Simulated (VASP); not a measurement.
A run of VASP 6.6.1 is set up as follows.

INCAR

```
PREC = Accurate
ENCUT = 600
EDIFF = 1E-6
ISMEAR = 0
SIGMA = 0.05
LREAL = False
LASPH = True
NELM = 200
ALGO = Normal
ISIF = 2
LWAVE = False
LCHARG = True
ISPIN = 2
MAGMOM = 4 -4 0 0
LORBIT = 11
LMAXMIX = 6
GGA = PE
LELF = True
LVHAR = True
NBANDS = 32
GGA_COMPAT = False
```

The input KPOINTS:

```
regular mesh
0
Gamma
  8 8 5
```

Contents of POSCAR:

```
PmSb
1.0
    4.1341604871      0.0000000000      0.0000000000
    0.0000000000      4.1341604871      0.0000000000
    0.0000000000      0.0000000000      6.8600598179
Pm Sb
2 2
Direct
    0.0000000000      0.0000000000      0.0000000000
    0.0000000000      0.0000000000      0.5000000000
    0.5000000000      0.5000000000      0.2500000000
    0.5000000000      0.5000000000      0.7500000000
```

Potentials or basis: VASP PAW PBE potentials, release 64 (Pm, Sb).

Run with:

```bash
$ cat potpaw_PBE.64/Pm/POTCAR potpaw_PBE.64/Sb/POTCAR > POTCAR
$ mpirun -np 1 vasp_std > vasp.out
```

**Question.** Estimate the band gap on the k mesh.

**Answer.** Zero (filled and empty bands overlap).

**Question.** What does it give for the pressure?

**Answer.** 0.0 GPa.

**Question.** What does it give for the net moment?

**Answer.** 0.00 μB per cell.

Stress tensor (GPa, compression positive):
```
-0.81  0.00  0.00
 0.00 -0.81  0.00
 0.00  0.00  1.60
```

Caveat: the magnetic or orbital state may not be the lowest; spin-orbit coupling is left out, which moves the levels of the heavy elements; semilocal functionals describe open f shells poorly, which spoils levels, moments and volumes. The state reached can hang on the start; a lower one may exist.
